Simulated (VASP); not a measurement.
# Al2BP3 (P3m1) in VASP: relaxation of cell and atoms with PBE

Aim: the relaxation of cell and atoms of Al2BP3 with PBE.

Program: VASP 6.6.1. These are calculated values, not measurements. Logs are shortened: lines on timing, memory, paths and dates and some standing lists are left out, and cuts for length are marked.

## Step 1: The cell of the first run

It takes space group P3m1 (No. 156, trigonal). The conventional cell has a = 3.654 Å, b = 3.654 Å, c = 18.476 Å, α = 90.00°, β = 90.00°, γ = 120.00°. Al (site symmetry 3m) has 4 P at 2.31 to 2.39 Å within 3.0 Å. Al (site symmetry 3m) has 4 P at 2.31 to 2.39 Å within 3.1 Å. Within 3.1 Å of Al (site symmetry 3m) lie 4 P at 2.31 to 2.36 Å. Al (site symmetry 3m) has 4 P at 2.31 to 2.36 Å within 3.0 Å. B (site symmetry 3m) has 4 P at 1.99 to 2.20 Å within 2.6 Å. B (site symmetry 3m) has 4 P at 1.99 to 2.20 Å within 2.6 Å. Within 2.9 Å of P (site symmetry 3m) lie 3 B at 2.20 Å and 1 Al at 2.39 Å. Within 2.9 Å of P (site symmetry 3m) lie 3 B at 2.20 Å and 1 Al at 2.39 Å.

## Step 2: Relaxation of cell and atoms, PBE

Input file INCAR:

```
PREC = Accurate
ENCUT = 600
EDIFF = 1E-6
ISMEAR = 0
SIGMA = 0.02
LREAL = F
LASPH = T
NELM = 100
ALGO = Normal
ISIF = 3
LWAVE = F
LCHARG = F
GGA = PE
IBRION = 2
NSW = 100
EDIFFG = -0.01
```

Input file KPOINTS:

```
Automatic mesh
0
Gamma
  12 12 2
```

Input file POSCAR:

```
Al2BP3
1.0
    3.6540667812      0.0000000000      0.0000000000
   -1.8270333906      3.1645146596      0.0000000000
    0.0000000000      0.0000000000     18.4762175649
Al B P
4 2 6
Direct
    0.3333333333      0.6666666667      0.0122448876
    0.3333333333      0.6666666667      0.3343118599
    0.3333333333      0.6666666667      0.6561611319
    0.6666666667      0.3333333333      0.8341282400
    0.6666666667      0.3333333333      0.1756147817
    0.6666666667      0.3333333333      0.4975631591
    0.3333333333      0.6666666667      0.1418056836
    0.3333333333      0.6666666667      0.4637576951
    0.3333333333      0.6666666667      0.7837741192
    0.6666666667      0.3333333333      0.2834531585
    0.6666666667      0.3333333333      0.6053939630
    0.6666666667      0.3333333333      0.9617913404
```

Potentials or basis: VASP PAW PBE potentials, release 64 (Al, B, P).

Command:

```console
cat potpaw_PBE.64/Al/POTCAR potpaw_PBE.64/B/POTCAR potpaw_PBE.64/P/POTCAR > POTCAR
mpirun -np 1 vasp_std > vasp.out
```

OUTCAR:

```text
PREC = Accurate
   ENCUT = 600
   EDIFF = 1E-6
   ISMEAR = 0
   LREAL = F
   LASPH = T
   NELM = 100
   ISIF = 3
   GGA = PE
   IBRION = 2
   NSW = 100
   EDIFFG = -0.01

 ion  position               nearest neighbor table
   1  0.333  0.667  0.012-  12 2.31  12 2.31  12 2.31   7 2.39
   2  0.333  0.667  0.334-  10 2.31  10 2.31  10 2.31   8 2.39
   3  0.333  0.667  0.656-  11 2.31  11 2.31  11 2.31   9 2.36
   4  0.667  0.333  0.834-   9 2.31   9 2.31   9 2.31  12 2.36
   5  0.667  0.333  0.176-  10 1.99   7 2.20   7 2.20   7 2.20
   6  0.667  0.333  0.498-  11 1.99   8 2.20   8 2.20   8 2.20
   7  0.333  0.667  0.142-   5 2.20   5 2.20   5 2.20   1 2.39
   8  0.333  0.667  0.464-   6 2.20   6 2.20   6 2.20   2 2.39
   9  0.333  0.667  0.784-   4 2.31   4 2.31   4 2.31   3 2.36
  10  0.667  0.333  0.283-   5 1.99   2 2.31   2 2.31   2 2.31
  11  0.667  0.333  0.605-   6 1.99   3 2.31   3 2.31   3 2.31
  12  0.667  0.333  0.962-   1 2.31   1 2.31   1 2.31   4 2.36

  LATTYP: Found a hexagonal cell.
 ALAT       =     3.6540667812
 C/A-ratio  =     5.0563437045

  Lattice vectors:

 A1 = (   3.6540667812,   0.0000000000,   0.0000000000)
 A2 = (  -1.8270333906,   3.1645146596,   0.0000000000)
 A3 = (   0.0000000000,   0.0000000000,  18.4762175649)

Analysis of symmetry for initial positions (statically):
=====================================================================
 Subroutine PRICEL returns:
 Original cell was already a primitive cell.

 Routine SETGRP: Setting up the symmetry group for a
 hexagonal supercell.

 Subroutine GETGRP returns: Found  6 space group operations
 (whereof  6 operations were pure point group operations)
 out of a pool of 24 trial point group operations.

The static configuration has the point symmetry C_3v.

Analysis of symmetry for dynamics (positions and initial velocities):
=====================================================================
 Subroutine PRICEL returns:
 Original cell was already a primitive cell.

 Routine SETGRP: Setting up the symmetry group for a
 hexagonal supercell.

 Subroutine GETGRP returns: Found  6 space group operations
 (whereof  6 operations were pure point group operations)
 out of a pool of 24 trial point group operations.

The dynamic configuration has the point symmetry C_3v.

 Subroutine INISYM returns: Found  6 space group operations
 (whereof  6 operations are pure point group operations),
 and found     1 'primitive' translations

----------------------------------------------------------------------------------------

                                     Primitive cell

  volume of cell :     213.6469

  direct lattice vectors                    reciprocal lattice vectors
     3.654066781  0.000000000  0.000000000     0.273667686  0.158002112  0.000000000
    -1.827033391  3.164514660  0.000000000     0.000000000  0.316004224  0.000000000
     0.000000000  0.000000000 18.476217565     0.000000000  0.000000000  0.054123632

  length of vectors
     3.654066781  3.654066781 18.476217565     0.316004224  0.316004224  0.054123632

  position of ions in fractional coordinates (direct lattice)
     0.333333333  0.666666667  0.012244888
     0.333333333  0.666666667  0.334311860
     0.333333333  0.666666667  0.656161132
     0.666666667  0.333333333  0.834128240
     0.666666667  0.333333333  0.175614782
     0.666666667  0.333333333  0.497563159
     0.333333333  0.666666667  0.141805684
     0.333333333  0.666666667  0.463757695
     0.333333333  0.666666667  0.783774119
     0.666666667  0.333333333  0.283453159
     0.666666667  0.333333333  0.605393963
     0.666666667  0.333333333  0.961791340

  ion indices of the primitive-cell ions
   primitive index   ion index
                 1           1
                 2           2
                 3           3
                 4           4
                 5           5
                 6           6
                 7           7
                 8           8
                 9           9
                10          10
                11          11
                12          12

----------------------------------------------------------------------------------------

 KPOINTS: Automatic mesh

Automatic generation of k-mesh.
 Grid dimensions read from file:
 generate k-points for:   12   12    2

 Generating k-lattice:

  Cartesian coordinates                     Fractional coordinates (reciprocal lattice)
     0.022805640  0.013166843  0.000000000     0.083333333  0.000000000  0.000000000
     0.000000000  0.026333685  0.000000000     0.000000000  0.083333333  0.000000000
     0.000000000  0.000000000  0.027061816     0.000000000  0.000000000  0.500000000

  Length of vectors
     0.026333685  0.026333685  0.027061816

  Shift w.r.t. Gamma in fractional coordinates (k-lattice)
     0.000000000  0.000000000  0.000000000

 Subroutine IBZKPT returns following result:
 ===========================================

 Found     38 irreducible k-points:

 Following reciprocal coordinates:
            Coordinates               Weight
  0.000000  0.000000  0.000000      1.000000
  0.083333  0.000000  0.000000      6.000000
  0.166667  0.000000  0.000000      6.000000
  0.250000  0.000000  0.000000      6.000000
  0.333333  0.000000  0.000000      6.000000
  0.416667  0.000000  0.000000      6.000000
[... 16 lines left out ...]
  0.250000  0.000000  0.500000      6.000000
  0.333333  0.000000  0.500000      6.000000
 [... further k-points ...]
   k-points           NKPTS =     38   k-points in BZ     NKDIM =     38   number of bands    NBANDS=     31
   number of dos      NEDOS =    301   number of ions     NIONS =     12
   total plane-waves  NPLWV = 135000
   dimension x,y,z NGX =    30 NGY =   30 NGZ =  150
   dimension x,y,z NGXF=    60 NGYF=   60 NGZF=  300
   ions per type =               4   2   6
   NGX,Y,Z   is equivalent  to a cutoff of  13.65, 13.65, 13.50 a.u.
   NGXF,Y,Z  is equivalent  to a cutoff of  27.30, 27.30, 26.99 a.u.
 SYSTEM =  unknown system
   PREC   = accura    normal or accurate (medium, high low for compatibility)
   ISTART =      0    job   : 0-new  1-cont  2-samecut
   ICHARG =      2    charge: 1-file 2-atom 10-const
   ISPIN  =      1    spin polarized calculation?
   LNONCOLLINEAR =      F non collinear calculations
   LSORBIT =      F    spin-orbit coupling
   LASPH  =      T    aspherical Exc in radial PAW
   ENCUT  =  600.0 eV  44.10 Ry    6.64 a.u.   7.30  7.30 36.90*2*pi/ulx,y,z
   NELM   =    100;   NELMIN=  2; NELMDL= -5     # of ELM steps
   EDIFF  = 0.1E-05   stopping-criterion for ELM
   LREAL  =      F    real-space projection
   EDIFFG = -.1E-01   stopping-criterion for IOM
   NSW    =    100    number of steps for IOM
   IBRION =      2    ionic relax: 0-MD 1-quasi-New 2-CG
   NFREE  =      1    steps in history (QN), initial steepest desc. (CG)
   ISIF   =      3    stress and relaxation
   ISYM   =      2    0-nonsym 1-usesym 2-fastsym
   POTIM  = 0.5000    time-step for ionic-motion
   TEBEG  =    0.0;   TEEND  =   0.0 temperature during run
   PSTRESS=    0.0 pullay stress
   NELECT =      48.0000    total number of electrons
   NUPDOWN=      -1.0000    fix difference up-down
   EMIN   =  10.00;   EMAX   =-10.00  energy-range for DOS
   EFERMI =   0.00;   METHOD = LEGACY
   ISMEAR =     0;   SIGMA  =   0.02  broadening in eV -4-tet -1-fermi 0-gaus
   EFERMI_NEDOS =   21; number of points for ismear=-14 and -15
   IALGO  =     38    algorithm
   IMIX   =      4    mixing-type and parameters
     AMIX     =   0.40;   BMIX     =  1.00
     AMIX_MAG =   1.60;   BMIX_MAG =  1.00
  volume/ion in A,a.u.               =      17.80       120.15
  Fermi-wavevector in a.u.,A,eV,Ry     =   0.995229  1.880710 13.476309  0.990481
  Thomas-Fermi vector in A             =   2.127235
   LORBIT       =      0    0 simple, 1 ext, 2 COOP (PROOUT), +10 PAW based schemes
   GGA     = PE    functional components
   LHFCALC =     F    Hartree Fock is set to
   AEXX    =    0.0000 exact exchange contribution
   IVDW    =     0    specifies the selected vdW correction
   LEPSILON=     F    determine dielectric tensor
   LRPA    =     F    only Hartree local field effects (RPA)
 conjugate gradient relaxation of ions
 non-spin polarized calculation
 Gauss-broadening in eV      SIGMA  =   0.02
  energy-cutoff  :      600.00
  volume of cell :      213.65
 maximum number of plane-waves:      7207
 NGX is ok and might be reduce to    30
   NGX = 15   NGY = 15   NGZ = 73

--------------------------------------- Ionic step        1  -------------------------------------------

 number of electron      47.9999996 magnetization

 Free energy of the ion-electron system (eV)
  ---------------------------------------------------
  ext. energy  EPLUGINS =         0.00000000
  ---------------------------------------------------
  free energy    TOTEN  =       -64.24543969 eV

  energy without entropy =      -64.24543969  energy(sigma->0) =      -64.24543969

------------------------ aborting loop because EDIFF is reached ----------------------------------------

  FORCE on cell =-STRESS in cart. coord.  units (eV):
  Direction    XX          YY          ZZ          XY          YZ          ZX
  --------------------------------------------------------------------------------------
  -------------------------------------------------------------------------------------
  Total       -0.2131489     -0.2131489      0.1411721      0.0000000      0.0000000      0.0000000
  in kB       -1.5984426     -1.5984426      1.0586756      0.0000000      0.0000000      0.0000000
  external PRESSURE =      -0.7127365 kB  Pullay stress =       0.0000000 kB
[... 169 lines left out ...]
  energy  without entropy=      -64.2456505464  energy(sigma->0) =      -64.24565055

--------------------------------------- Ionic step        5  -------------------------------------------

 number of electron      47.9999996 magnetization

 Free energy of the ion-electron system (eV)
  ---------------------------------------------------
  ext. energy  EPLUGINS =         0.00000000
  ---------------------------------------------------
  free energy    TOTEN  =       -64.24567752 eV

  energy without entropy =      -64.24567752  energy(sigma->0) =      -64.24567752

 E-fermi :   5.6623     XC(G=0):  -9.5609

 val. band max:        5.5705342054   @ k =   0.0000   0.0000   0.0000
 cond. band min:       6.5025706624   @ k =   0.0000   0.0000   0.0000
 fundamental gap:      0.9320364570
 Fermi energy:         5.6622874722

 k-point     1 :       0.0000    0.0000    0.0000
  band No.  band energies     occupation
      1      -7.5726      2.00000
      2      -7.3456      2.00000
      3      -6.6902      2.00000
      4      -6.0103      2.00000
      5      -5.8510      2.00000
      6      -5.2432      2.00000
[... 805 lines left out ...]
     30       8.4666      0.00000
     31       8.9660      0.00000

 [... further k-points ...]
[... 5 lines left out ...]
  --------------------------------------------------------------------------------------
  -------------------------------------------------------------------------------------
  Total       -0.0141007     -0.0141007      0.0203774      0.0000000      0.0000000      0.0000000
  in kB       -0.1058330     -0.1058330      0.1529433      0.0000000      0.0000000      0.0000000
  external PRESSURE =      -0.0195742 kB  Pullay stress =       0.0000000 kB
[... 27 lines left out ...]
  FREE ENERGIE OF THE ION-ELECTRON SYSTEM (eV)
  ---------------------------------------------------
  free  energy   TOTEN  =       -64.2456775189 eV

  energy  without entropy=      -64.2456775189  energy(sigma->0) =      -64.24567752

 reached required accuracy - stopping structural energy minimisation
```

It took 18 min on 1 thread of Intel Xeon 6975P-C, shared host; peak memory 0.55 GiB.

Results:

```yaml
Free_energy: -64.2457 eV
Relaxed_volume: 17.79 Å³/atom
Relaxed_cell: a = 3.652 Å, b = 3.652 Å, c = 18.486 Å, α = 90.00°, β = 90.00°, γ = 120.00°
Space_group_after_relaxing_to_0.05_Å: P3m1 (No. 156)
Energy_gained_by_relaxing: 0.0 meV/atom
Ionic_steps: 5
Pressure_after_relaxing: 0.0 GPa
Largest_force_after_relaxing: 0.007 eV/Å
Band_gap_on_the_k_mesh: 0.93 eV, direct
```

Forces in eV/Å, atoms in the order of the input:
```
Al   0.000  0.000  0.007
Al   0.000  0.000  0.002
Al   0.000  0.000  0.001
Al   0.000  0.000  0.005
B    0.000  0.000 -0.003
B    0.000  0.000 -0.002
P    0.000  0.000  0.001
P    0.000  0.000  0.002
P    0.000  0.000 -0.004
P    0.000  0.000 -0.004
P    0.000  0.000 -0.002
P    0.000  0.000 -0.003
```

Step by step:
```csv
step,energy change (eV),largest force (eV/Å),pressure (GPa),volume (Å³)
1,0.0000,0.0347,-0.07,213.65
2,-0.0002,0.0264,0.03,213.40
3,-0.0002,0.0125,0.00,213.48
4,-0.0002,0.0123,0.00,213.48
5,-0.0002,0.0066,0.00,213.47
```

Final structure:
```
Al B P
1.0
     3.65156    0.00000    0.00000
    -1.82578    3.16235    0.00000
     0.00000    0.00000   18.48594
Al B P
4 2 6
Direct
  0.33333 0.66667 0.01225
  0.33333 0.66667 0.33433
  0.33333 0.66667 0.65617
  0.66667 0.33333 0.83408
  0.66667 0.33333 0.17562
  0.66667 0.33333 0.49759
  0.33333 0.66667 0.14180
  0.33333 0.66667 0.46375
  0.33333 0.66667 0.78379
  0.66667 0.33333 0.28341
  0.66667 0.33333 0.60536
  0.66667 0.33333 0.96185
```

Levels at points of the mesh, in eV from the valence-band top:
```csv
k point,band 20,band 21,band 22,band 23,band 24,band 25,band 26,band 27,band 28,band 29
"(0.00, 0.00, 0.00)",-0.36,-0.22,-0.22,0.00,0.00,0.93,1.15,2.70,2.85,2.85
"(0.50, 0.00, 0.00)",-2.17,-2.07,-1.66,-1.49,-1.16,1.03,1.10,1.60,1.73,2.08
"(0.00, 0.00, 0.50)",-0.41,-0.14,-0.14,-0.04,-0.04,0.96,1.14,2.84,2.85,2.85
"(0.50, 0.00, 0.50)",-2.18,-2.15,-1.76,-1.33,-1.25,1.06,1.15,1.67,1.88,2.19
```

A k mesh can miss the band edges. A hybrid or GW would open this gap; PBE tends to underestimate it.
